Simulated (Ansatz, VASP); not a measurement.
**One calculation of C, two programs**

```
CELL_PARAMETERS angstrom
2.48337 0.00000 0.00000
-1.24169 2.15066 0.00000
0.00000 0.00000 7.43845
ATOMIC_POSITIONS crystal
C 0.00000 0.00000 0.00250
C 0.00000 0.00000 0.50250
C 0.33333 0.66667 0.00250
C 0.66667 0.33333 0.50250
```

Alike in both runs: task single point; functional PBE; dispersion D3(BJ); k mesh 21 × 21 × 8; occupations gaussian, width 0.15 eV; no spin polarisation.

|  | VASP | Ansatz |
| --- | --- | --- |
| version | VASP 6.6.1 | Ansatz 0.2.0 |
| potentials or method | VASP PAW PBE potentials, release 64 (C), cutoff 520 eV | scalar-relativistic, plane waves, PAW |
| valence electrons in the cell | 16 | 16 |

Ansatz gave:

| Property | Result |
| --- | --- |
| gap on the k mesh at the Fermi level (eV) | none |
| pressure (GPa) | -6.1 |
| traceless stress, the component that is largest in VASP (GPa) | 4.39 |

Problem. Estimate VASP's values.

Solution. gap on the k mesh at the Fermi level (eV): none; pressure (GPa): -5.7; traceless stress, the component that is largest in VASP (GPa): 3.92.

A gap of «none» marks a metal or a gap that the smearing closes.
